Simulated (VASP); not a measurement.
**Na: single point with PBEsol**

The system is Na.

```
Na
1.0
    -2.22664    2.22664    2.14100
     2.22664   -2.22664    2.14100
     2.22664    2.22664   -2.14100
Na
1
Cartesian
  0.0000 0.0000 0.0000
```

| Property | Result |
| --- | --- |
| Program | VASP 6.6.1 |
| Task | single point |
| Functional | PBEsol |
| Potentials or basis | VASP PAW PBE potentials, release 64 (Na_pv) |
| Cutoff | 500 eV |
| k mesh | 9 × 9 × 9 |
| Occupations | fermi-dirac, width 0.05 eV |
| Spin | no spin polarisation |

```yaml
Pressure: -1.0 GPa
Band_gap_on_the_k_mesh: zero (an odd number of electrons rules out a gap without spin polarisation)
```

Levels at points of the mesh, in eV from the Fermi level:
| k point | band 2 | band 3 | band 4 | band 5 | band 6 | band 7 |
| --- | --- | --- | --- | --- | --- | --- |
| (0.00, 0.00, 0.00) | -24.92 | -24.92 | -3.02 | 10.50 | 11.06 | 11.06 |

Run time: 13 s on 1 thread of Intel(R) Xeon(R) Platinum 8259CL CPU @ 2.50GHz (Skylake/Cascade Lake), on a shared host, peak memory 0.16 GiB.

Caveat: the PAW data sets were made with another functional, which shifts forces and pressure a little.
